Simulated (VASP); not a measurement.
Set up this calculation in VASP 6.6.1, as the native input.

```
Task                   : relaxation of cell and atoms
Functional             : PBE
Potentials or basis    : VASP PAW PBE potentials, release 64 (Sb, Bi_d, O)
Cutoff                 : 600 eV
k mesh                 : 4 × 4 × 2
Occupations            : gaussian, width 0.1 eV
Spin                   : no spin polarisation
Dipole correction      : no
Further INCAR settings : ALGO = Normal; EDIFF = 1e-06; IBRION = 2; EDIFFG = -0.04; NSW = 90; ISIF = 3
```

The structure of BiSb4O lies in POSCAR:

```
BiSb4O
1.0
    4.5147114200      0.0000000000      0.0000000000
    0.0000000000      4.5147114200      0.0000000000
    0.0000000000      0.0000000000      7.5094784800
Sb Bi O
4 1 1
Direct
    0.5000000000      0.0000000000      0.6975501200
    0.0000000000      0.5000000000      0.3024498800
    0.5000000000      0.0000000000      0.3024498800
    0.0000000000      0.5000000000      0.6975501200
    0.5000000000      0.5000000000      0.5000000000
    0.0000000000      0.0000000000      0.0000000000
```

The cell was generated, and may not be a known phase.

One way to write it, as run:

INCAR

```
  PREC = Accurate
  ENCUT = 600
  EDIFF = 1E-6
  ISMEAR = 0
  SIGMA = 0.1
  LREAL = False
  LASPH = True
  NELM = 80
  ALGO = Normal
  ISIF = 3
  LWAVE = False
  LCHARG = False
  GGA = PE
  IBRION = 2
  NSW = 90
  EDIFFG = -0.04
```

KPOINTS

```
Automatic mesh
0
Gamma
  4 4 2
```

Potentials or basis: VASP PAW PBE potentials, release 64 (Sb, Bi_d, O).

Run with:

```sh
$ cat potpaw_PBE.64/Sb/POTCAR potpaw_PBE.64/Bi_d/POTCAR potpaw_PBE.64/O/POTCAR > POTCAR
$ mpirun -np 1 vasp_std > vasp.out
```

It gave:

```yaml
Relaxed_volume: 27.24 Å³/atom
Relaxed_cell: a = 4.601 Å, b = 4.601 Å, c = 7.720 Å, α = 90.00°, β = 90.00°, γ = 90.00°
Space_group_after_relaxing_to_0.1_Å: P4/mmm (No. 123)
Pressure_after_relaxing: 0.1 GPa
Largest_force_after_relaxing: 0.028 eV/Å
Band_gap_on_the_k_mesh: zero (an odd number of electrons rules out a gap without spin polarisation)
```

Caveat: the k points lie up to 0.41 Å⁻¹ apart in the final cell, too coarse for converged energies and pressures of a metal; spin-orbit coupling is left out, which moves the levels of the heavy elements; an odd number of electrons without spin polarisation forces a metal; a magnetic or distorted state may lie lower.

Wall time 18 min on 1 thread of AMD EPYC 9R45 (Zen 5) (shared host), peak memory 0.28 GiB.
